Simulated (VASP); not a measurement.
# Lu (P6_3/mmc) in VASP: notebook

Runs on Lu. Level: PBEsol. Tasks: single point.

Everything below comes from runs of VASP 6.6.1. Logs are shortened: lines on timing, memory, paths and dates and some standing lists are left out, and cuts for length are marked.

### Step 1. The cell of the first run

It takes space group P6_3/mmc (No. 194, hexagonal). The conventional cell has a = 3.510 Å, b = 3.510 Å, c = 5.511 Å, α = 90.00°, β = 90.00°, γ = 120.00°. Within 4.5 Å of Lu (site symmetry -6m2) lie 12 Lu at 3.42 to 3.51 Å.

### Step 2. Single point, PBEsol (zz strain of -1 %)

Input file INCAR:

```
PREC = Accurate ; ENCUT = 520
EDIFF = 1E-7 ; ISMEAR = -1
SIGMA = 0.03 ; LREAL = False
LASPH = True ; NELM = 80
ALGO = Normal ; ISIF = 2
LWAVE = False ; LCHARG = True
GGA = PS ; LELF = True
LVHAR = True ; NBANDS = 32
```

Input file KPOINTS:

```
regular mesh
0
Gamma
  13 13 8
```

Input file POSCAR:

```
Lu
1.0
    3.5098988894      0.0000000000      0.0000000000
   -1.7549494447      3.0396616030      0.0000000000
    0.0000000000      0.0000000000      5.5109340000
Lu
2
Direct
    0.3333333333      0.6666666667      0.2500000000
    0.6666666667      0.3333333333      0.7500000000
```

Potentials or basis: VASP PAW PBE potentials, release 64 (Lu).

Run with:

```bash
cat potpaw_PBE.64/Lu/POTCAR > POTCAR
mpirun -np 1 vasp_std > vasp.out
```

OUTCAR:

```text
PREC = Accurate
   ENCUT = 520
   EDIFF = 1E-7
   ISMEAR = -1
   LREAL = False
   LASPH = True
   NELM = 80
   ISIF = 2
   GGA = PS

 ion  position               nearest neighbor table
   1  0.333  0.667  0.250-   2 3.42   2 3.42   2 3.42   2 3.42   2 3.42   2 3.42
   2  0.667  0.333  0.750-   1 3.42   1 3.42   1 3.42   1 3.42   1 3.42   1 3.42

  LATTYP: Found a hexagonal cell.
 ALAT       =     3.5098988894
 C/A-ratio  =     1.5701118960

  Lattice vectors:

 A1 = (   3.5098988894,   0.0000000000,   0.0000000000)
 A2 = (  -1.7549494447,   3.0396616030,   0.0000000000)
 A3 = (   0.0000000000,   0.0000000000,   5.5109340000)

Analysis of symmetry for initial positions (statically):
=====================================================================
 Subroutine PRICEL returns:
 Original cell was already a primitive cell.

 Routine SETGRP: Setting up the symmetry group for a
 hexagonal supercell.

 Subroutine GETGRP returns: Found 24 space group operations
 (whereof 12 operations were pure point group operations)
 out of a pool of 24 trial point group operations.

The static configuration has the point symmetry D_3d.
 The point group associated with its full space group is D_6h.

Analysis of symmetry for dynamics (positions and initial velocities):
=====================================================================
 Subroutine PRICEL returns:
 Original cell was already a primitive cell.

 Routine SETGRP: Setting up the symmetry group for a
 hexagonal supercell.

 Subroutine GETGRP returns: Found 24 space group operations
 (whereof 12 operations were pure point group operations)
 out of a pool of 24 trial point group operations.

The dynamic configuration has the point symmetry D_3d.
 The point group associated with its full space group is D_6h.

 Subroutine INISYM returns: Found 24 space group operations
 (whereof 12 operations are pure point group operations),
 and found     1 'primitive' translations

----------------------------------------------------------------------------------------

                                     Primitive cell

  volume of cell :      58.7956

  direct lattice vectors                    reciprocal lattice vectors
     3.509898889  0.000000000  0.000000000     0.284908492  0.164491995  0.000000000
    -1.754949445  3.039661603  0.000000000     0.000000000  0.328983989  0.000000000
[... 79 lines left out ...]
   ISPIN  =      1    spin polarized calculation?
   LNONCOLLINEAR =      F non collinear calculations
   LSORBIT =      F    spin-orbit coupling
   LASPH  =      T    aspherical Exc in radial PAW
   ENCUT  =  520.0 eV  38.22 Ry    6.18 a.u.   6.53  6.53 10.25*2*pi/ulx,y,z
   NELM   =     80;   NELMIN=  2; NELMDL= -5     # of ELM steps
   EDIFF  = 0.1E-06   stopping-criterion for ELM
   LREAL  =      F    real-space projection
   EDIFFG = 0.1E-05   stopping-criterion for IOM
   NSW    =      0    number of steps for IOM
   IBRION =     -1    ionic relax: 0-MD 1-quasi-New 2-CG
   NFREE  =      0    steps in history (QN), initial steepest desc. (CG)
   ISIF   =      2    stress and relaxation
   ISYM   =      2    0-nonsym 1-usesym 2-fastsym
   POTIM  = 0.5000    time-step for ionic-motion
   TEBEG  =    0.0;   TEEND  =   0.0 temperature during run
   PSTRESS=    0.0 pullay stress
   NELECT =      50.0000    total number of electrons
   NUPDOWN=      -1.0000    fix difference up-down
   EMIN   =  10.00;   EMAX   =-10.00  energy-range for DOS
   EFERMI =   0.00;   METHOD = LEGACY
   ISMEAR =    -1;   SIGMA  =   0.03  broadening in eV -4-tet -1-fermi 0-gaus
   EFERMI_NEDOS =   21; number of points for ismear=-14 and -15
   IALGO  =     38    algorithm
   IMIX   =      4    mixing-type and parameters
     AMIX     =   0.40;   BMIX     =  1.00
     AMIX_MAG =   1.60;   BMIX_MAG =  1.00
  volume/ion in A,a.u.               =      29.40       198.39
  Fermi-wavevector in a.u.,A,eV,Ry     =   1.551017  2.930997 32.730895  2.405653
  Thomas-Fermi vector in A             =   2.655597
   LORBIT       =      0    0 simple, 1 ext, 2 COOP (PROOUT), +10 PAW based schemes
   GGA     = PS    functional components
   LHFCALC =     F    Hartree Fock is set to
   AEXX    =    0.0000 exact exchange contribution
   IVDW    =     0    specifies the selected vdW correction
   LEPSILON=     F    determine dielectric tensor
   LRPA    =     F    only Hartree local field effects (RPA)
 non-spin polarized calculation
  energy-cutoff  :      520.00
  volume of cell :       58.80
 maximum number of plane-waves:      1640
 NGX is ok and might be reduce to    28
   NGX = 13   NGY = 13   NGZ = 21

 number of electron      49.9999990 magnetization

 Free energy of the ion-electron system (eV)
  ---------------------------------------------------
  ext. energy  EPLUGINS =         0.00000000
  ---------------------------------------------------
  free energy    TOTEN  =        -9.87249377 eV

  energy without entropy =       -9.86182159  energy(sigma->0) =       -9.86715768

 E-fermi :   2.0405     XC(G=0): -10.7277

 val. band max:        2.0256378139   @ k =   0.4615   0.0769   0.3750
 cond. band min:       2.0433356521   @ k =   0.2308   0.2308   0.3750
 fundamental gap:      0.0176978382
 Fermi energy:         2.0404590011

 k-point     1 :       0.0000    0.0000    0.0000
  band No.  band energies     occupation
      1     -54.1584      2.00000
      2     -54.1248      2.00000
      3     -25.0833      2.00000
      4     -24.6696      2.00000
      5     -24.6696      2.00000
      6     -24.5890      2.00000
[... 829 lines left out ...]
     31       5.5194      0.00000
     32       5.5588      0.00000

 [... further k-points ...]

------------------------ aborting loop because EDIFF is reached ----------------------------------------

  FORCE on cell =-STRESS in cart. coord.  units (eV):
  Direction    XX          YY          ZZ          XY          YZ          ZX
  --------------------------------------------------------------------------------------
  -------------------------------------------------------------------------------------
  Total       -0.9839579     -0.9839579     -1.2472196      0.0000000     -0.0000000      0.0000000
  in kB      -26.8127920    -26.8127920    -33.9866576      0.0000000     -0.0000000      0.0000000
  external PRESSURE =     -29.2040805 kB  Pullay stress =       0.0000000 kB

 VOLUME and BASIS-vectors are now :
 -----------------------------------------------------------------------------
  energy-cutoff  :      520.00
  volume of cell :       58.80
      direct lattice vectors                 reciprocal lattice vectors
     3.509898889  0.000000000  0.000000000     0.284908492  0.164491995  0.000000000
    -1.754949445  3.039661603  0.000000000     0.000000000  0.328983989  0.000000000
     0.000000000  0.000000000  5.510934000     0.000000000  0.000000000  0.181457444

 POSITION                                       TOTAL-FORCE (eV/Angst)
 -----------------------------------------------------------------------------------
     -0.00000      2.02644      1.37773         0.000000     -0.000000      0.000000
      1.75495      1.01322      4.13320        -0.000000      0.000000      0.000000
 -----------------------------------------------------------------------------------
    total drift:                               -0.000000      0.000000     -0.000000

  FREE ENERGIE OF THE ION-ELECTRON SYSTEM (eV)
  ---------------------------------------------------
  free  energy   TOTEN  =        -9.8724937687 eV

  energy  without entropy=       -9.8618215948  energy(sigma->0) =       -9.86715768
```

OSZICAR:

```text
N       E                     dE             d eps       ncg     rms          rms(c)
DAV:   1     0.240385359541E+03    0.24039E+03   -0.19364E+04  9736   0.508E+03
DAV:   2     0.192585034924E+02   -0.22113E+03   -0.21268E+03  7320   0.551E+02
DAV:   3    -0.749616599640E+01   -0.26755E+02   -0.26320E+02  9768   0.116E+02
DAV:   4    -0.999363668131E+01   -0.24975E+01   -0.24815E+01 10224   0.242E+01
DAV:   5    -0.100685955074E+02   -0.74959E-01   -0.74933E-01 10296   0.444E+00    0.493E+00
DAV:   6    -0.991099650670E+01    0.15760E+00   -0.50030E-01 10448   0.918E+00    0.225E+00
DAV:   7    -0.987595944111E+01    0.35037E-01   -0.98084E-02  9824   0.188E+00    0.462E-01
DAV:   8    -0.987231150358E+01    0.36479E-02   -0.12884E-02 11008   0.912E-01    0.135E-01
DAV:   9    -0.987249172713E+01   -0.18022E-03   -0.14136E-03  8976   0.257E-01    0.880E-02
DAV:  10    -0.987249390158E+01   -0.21744E-05   -0.23859E-04 10360   0.127E-01    0.669E-03
DAV:  11    -0.987249474113E+01   -0.83955E-06   -0.10046E-05  9168   0.215E-02    0.100E-02
DAV:  12    -0.987249398306E+01    0.75806E-06   -0.12727E-06  8232   0.891E-03    0.130E-03
DAV:  13    -0.987249377074E+01    0.21233E-06   -0.48880E-08  5112   0.235E-03    0.211E-04
DAV:  14    -0.987249376872E+01    0.20209E-08   -0.18529E-08  4952   0.105E-03
   1 F= -.98724938E+01 E0= -.98671577E+01  d E =-.106722E-01
```

stdout:

```text
POSCAR found type information on POSCAR Lu
 POSCAR found :  1 types and       2 ions
 scaLAPACK will be used
 -----------------------------------------------------------------------------
|                                                                             |
|                                                                             |
|     You enforced a specific xc type in the INCAR file but a different       |
|     I HOPE YOU KNOW WHAT YOU ARE DOING!                                     |
|                                                                             |
 -----------------------------------------------------------------------------

 LDA part: xc-table for (Slater+PW92), standard interpolation
 POSCAR, INCAR and KPOINTS ok, starting setup
 FFT: planning ... GRIDC
 FFT: planning ... GRID_SOFT
 FFT: planning ... GRID
 WAVECAR not read
 entering main loop
```

Run time: 1.8 min. Hardware: 1 thread of Intel Xeon Platinum 8488C (Sapphire Rapids), shared host; peak memory 0.29 GiB.

What came out:

```yaml
Free_energy: -9.8725 eV
Pressure: -2.9 GPa
Band_gap_on_the_k_mesh: zero (bands 25 and 26 overlap by 1.79 eV)
```

Levels at points of the mesh, in eV from the Fermi level:
```csv
k point,band 22,band 23,band 24,band 25,band 26,band 27,band 28,band 29
"(0.00, 0.00, 0.00)",-4.85,-4.85,-2.40,0.63,2.17,2.17,2.54,2.88
"(0.00, 0.00, 0.50)",-4.85,-4.36,-4.36,1.18,1.18,2.08,2.08,2.08
```

Caveat: the cell differs from its parent crystal (zz strain of -1 %); the PAW data sets were made with another functional, which shifts forces and pressure a little; spin-orbit coupling is left out, which moves the levels of the heavy elements.

### Step 3. Single point, PBEsol (equal xx and yy strain of +2 %)

Input file INCAR:

```
SYSTEM = Lu
PREC     = Accurate       ! precision mode
ENCUT    = 520            ! plane-wave cutoff, eV
EDIFF    = 1E-6           ! SCF threshold, eV
ISMEAR   = -1             ! smearing method
SIGMA    = 0.03           ! smearing width, eV
LREAL    = .False.        ! projectors in reciprocal space
LASPH    = .True.         ! aspherical terms in the spheres
NELM     = 80             ! most SCF steps
ALGO     = Normal         ! electronic algorithm
ISIF     = 2              ! what is computed and relaxed
LWAVE    = .False.        ! write WAVECAR
LCHARG   = .False.        ! write CHGCAR
GGA      = PS             ! functional
NBANDS   = 32             ! bands
```

Input file KPOINTS:

```
regular mesh
0
Gamma
  13 13 8
  0 0 0
```

Input file POSCAR:

```
Lu
1.0
    3.5800968672      0.0000000000      0.0000000000
   -1.7900484336      3.1004548351      0.0000000000
    0.0000000000      0.0000000000      5.5666000000
Lu
2
Direct
    0.3333333333      0.6666666667      0.2500000000
    0.6666666667      0.3333333333      0.7500000000
```

Potentials or basis: VASP PAW PBE potentials, release 64 (Lu).

Run with:

```bash
cat potpaw_PBE.64/Lu/POTCAR > POTCAR
mpirun -np 1 vasp_std > vasp.out
```

It took 1.8 min on 1 thread of Intel Xeon Platinum 8488C (Sapphire Rapids), shared host; peak memory 0.3 GiB.

It converged, with:

- Free energy: -9.8026 eV
- Pressure: -4.5 GPa
- Band gap on the k mesh: zero (bands 25 and 26 overlap by 1.78 eV)

Levels at points of the mesh, in eV from the Fermi level:
| k point | band 22 | band 23 | band 24 | band 25 | band 26 | band 27 | band 28 | band 29 |
| --- | --- | --- | --- | --- | --- | --- | --- | --- |
| (0.00, 0.00, 0.00) | -4.96 | -4.96 | -2.29 | 0.56 | 2.10 | 2.10 | 2.54 | 2.80 |
| (0.00, 0.00, 0.50) | -4.96 | -4.27 | -4.27 | 1.20 | 1.20 | 2.01 | 2.01 | 2.01 |

Caveat: the cell differs from its parent crystal (equal xx and yy strain of +2 %); the cell stands under tension; the PAW data sets were made with another functional, which shifts forces and pressure a little; spin-orbit coupling is left out, which moves the levels of the heavy elements.

### Step 4. Single point, PBEsol (31.48 Å³/atom)

This run uses another cell than the first one, of 31.48 Å³/atom.

Input file INCAR:

```
PREC     = Accurate       # precision mode
ENCUT    = 520            # plane-wave cutoff, eV
EDIFF    = 1E-6           # SCF threshold, eV
ISMEAR   = -1             # smearing method
SIGMA    = 0.03           # smearing width, eV
LREAL    = False          # projectors in reciprocal space
LASPH    = True           # aspherical terms in the spheres
NELM     = 100            # most SCF steps
ALGO     = Normal         # electronic algorithm
ISIF     = 2              # what is computed and relaxed
LWAVE    = False          # write WAVECAR
LCHARG   = True           # write CHGCAR
GGA      = PS             # functional
LELF     = True           # ELF
LVHAR    = True         
NBANDS   = 32             # bands
```

Input file KPOINTS:

```
Automatic mesh
0
Gamma
  13 13 8
```

Input file POSCAR:

```
Lu
1.0
    3.5787379130      0.0000000000      0.0000000000
   -1.7893689565      3.0992779462      0.0000000000
    0.0000000000      0.0000000000      5.6757767373
Lu
2
Direct
    0.3333333333      0.6666666667      0.2500000000
    0.6666666667      0.3333333333      0.7500000000
```

Potentials or basis: VASP PAW PBE potentials, release 64 (Lu).

Run with:

```bash
cat potpaw_PBE.64/Lu/POTCAR > POTCAR
mpirun -np 1 vasp_std > vasp.out
```

OUTCAR:

```text
PREC = Accurate
   ENCUT = 520
   EDIFF = 1E-6
   ISMEAR = -1
   LREAL = False
   LASPH = True
   NELM = 100
   ISIF = 2
   GGA = PS

 ion  position               nearest neighbor table
   1  0.333  0.667  0.250-   2 3.51   2 3.51   2 3.51   2 3.51   2 3.51   2 3.51
   2  0.667  0.333  0.750-   1 3.51   1 3.51   1 3.51   1 3.51   1 3.51   1 3.51

  LATTYP: Found a hexagonal cell.
 ALAT       =     3.5787379130
 C/A-ratio  =     1.5859716121

  Lattice vectors:

[... 1027 lines left out ...]
 [... further k-points ...]

------------------------ aborting loop because EDIFF is reached ----------------------------------------

  FORCE on cell =-STRESS in cart. coord.  units (eV):
  Direction    XX          YY          ZZ          XY          YZ          ZX
  --------------------------------------------------------------------------------------
  -------------------------------------------------------------------------------------
  Total       -1.9447162     -1.9447162     -2.3192748      0.0000000      0.0000000      0.0000000
  in kB      -49.4938332    -49.4938332    -59.0265043      0.0000000      0.0000000      0.0000000
  external PRESSURE =     -52.6713902 kB  Pullay stress =       0.0000000 kB

 VOLUME and BASIS-vectors are now :
 -----------------------------------------------------------------------------
  energy-cutoff  :      520.00
  volume of cell :       62.95
      direct lattice vectors                 reciprocal lattice vectors
     3.578737913  0.000000000  0.000000000     0.279428118  0.161327899  0.000000000
    -1.789368956  3.099277946  0.000000000     0.000000000  0.322655798  0.000000000
     0.000000000  0.000000000  5.675776737     0.000000000  0.000000000  0.176187339

 POSITION                                       TOTAL-FORCE (eV/Angst)
 -----------------------------------------------------------------------------------
     -0.00000      2.06619      1.41894         0.000000     -0.000000      0.000000
      1.78937      1.03309      4.25683        -0.000000      0.000000      0.000000
 -----------------------------------------------------------------------------------
    total drift:                               -0.000000      0.000000     -0.000000

  FREE ENERGIE OF THE ION-ELECTRON SYSTEM (eV)
  ---------------------------------------------------
  free  energy   TOTEN  =        -9.7644018030 eV

  energy  without entropy=       -9.7531642592  energy(sigma->0) =       -9.75878303
```

OSZICAR:

```text
N       E                     dE             d eps       ncg     rms          rms(c)
DAV:   1     0.251591393298E+03    0.25159E+03   -0.19393E+04  9672   0.506E+03
DAV:   2     0.207767178561E+02   -0.23081E+03   -0.22242E+03  7264   0.567E+02
DAV:   3    -0.722504447215E+01   -0.28002E+02   -0.27568E+02  9808   0.118E+02
DAV:   4    -0.986458035862E+01   -0.26395E+01   -0.26252E+01 10200   0.246E+01
DAV:   5    -0.994843262029E+01   -0.83852E-01   -0.83802E-01 10472   0.448E+00    0.499E+00
DAV:   6    -0.980623150908E+01    0.14220E+00   -0.44531E-01 10520   0.810E+00    0.235E+00
DAV:   7    -0.976796263169E+01    0.38269E-01   -0.10015E-01  9760   0.193E+00    0.444E-01
DAV:   8    -0.976420328076E+01    0.37594E-02   -0.12822E-02 10976   0.931E-01    0.140E-01
DAV:   9    -0.976437940986E+01   -0.17613E-03   -0.14202E-03  8592   0.289E-01    0.112E-01
DAV:  10    -0.976440163650E+01   -0.22227E-04   -0.26911E-04 10488   0.931E-02    0.782E-03
DAV:  11    -0.976440249006E+01   -0.85356E-06   -0.10288E-05  7696   0.228E-02    0.107E-02
DAV:  12    -0.976440180302E+01    0.68705E-06   -0.15755E-06  6192   0.123E-02
   1 F= -.97644018E+01 E0= -.97587830E+01  d E =-.112375E-01
```

stdout:

```text
POSCAR found type information on POSCAR Lu
 POSCAR found :  1 types and       2 ions
 scaLAPACK will be used
 -----------------------------------------------------------------------------
|                                                                             |
|                                                                             |
|     You enforced a specific xc type in the INCAR file but a different       |
|     I HOPE YOU KNOW WHAT YOU ARE DOING!                                     |
|                                                                             |
 -----------------------------------------------------------------------------

 LDA part: xc-table for (Slater+PW92), standard interpolation
 POSCAR, INCAR and KPOINTS ok, starting setup
 FFT: planning ... GRIDC
 FFT: planning ... GRID_SOFT
 FFT: planning ... GRID
 WAVECAR not read
 entering main loop
```

Run time: 2 min. Hardware: 1 thread of Intel Xeon Platinum 8488C (Sapphire Rapids), shared host; peak memory 0.3 GiB.

What came out:

```yaml
Free_energy: -9.7644 eV
Pressure: -5.3 GPa
Band_gap_on_the_k_mesh: zero (bands 25 and 26 overlap by 1.63 eV)
```

Caveat: the cell stands under tension; the PAW data sets were made with another functional, which shifts forces and pressure a little; spin-orbit coupling is left out, which moves the levels of the heavy elements.

### Step 5. Summary

```tsv
cell	gap on the mesh (eV)	pressure (GPa)
a = 3.510, b = 3.510, c = 5.511 Å, angles 90.0, 90.0, 120.0°, 2 atoms	none	-2.9
a = 3.580, b = 3.580, c = 5.567 Å, angles 90.0, 90.0, 120.0°, 2 atoms	none	-4.5
a = 3.579, b = 3.579, c = 5.676 Å, angles 90.0, 90.0, 120.0°, 2 atoms	none	-5.3
```

Alike in all rows: task single point; level PBEsol; potentials or basis VASP PAW PBE potentials, release 64 (Lu); no spin polarisation; k mesh 13 × 13 × 8; cutoff (eV) 520; smearing fermi-dirac 0.03 eV.

Caveats: the PAW data sets were made with another functional, which shifts forces and pressure a little; spin-orbit coupling is left out, which moves the levels of the heavy elements; the cell stands under tension (at least some runs).

Total energies depend on the potentials used, so only differences within one code and one set of settings carry meaning.
